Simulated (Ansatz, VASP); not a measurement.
**Two plane-wave programs on SrTiO3**

```
CELL_PARAMETERS angstrom
3.91920 0.00000 0.00000
0.00000 3.91920 0.00000
0.00000 0.00000 3.91920
ATOMIC_POSITIONS crystal
Sr 0.50000 0.50000 0.50000
Ti 0.00000 0.00000 0.00000
O 0.50000 0.00000 0.00000
O 0.00000 0.50000 0.00000
O 0.00000 0.00000 0.50000
```

Alike in both runs: task single point; functional PBE; k mesh 8 × 8 × 8; occupations gaussian, width 0.02 eV; no spin polarisation.

|  | VASP | Ansatz |
| --- | --- | --- |
| version | VASP 6.6.1 | Ansatz 0.2.0 |
| potentials or method | VASP PAW PBE potentials, release 64 (Sr_sv, Ti_sv, O), cutoff 520 eV | scalar-relativistic, plane waves, PAW |
| valence electrons in the cell | 40 | 40 |

VASP gave:

```
gap on the k mesh at the Fermi level (eV) : 1.84
least direct gap on the mesh (eV)         : 2.20
pressure (GPa)                            : 2.9
```

**Question.** Estimate Ansatz's values.

**Answer.** gap on the k mesh at the Fermi level (eV): 1.87; least direct gap on the mesh (eV): 2.22; pressure (GPa): 2.3.

The functional is the same, so the differences come from potentials, cutoffs and numerics.
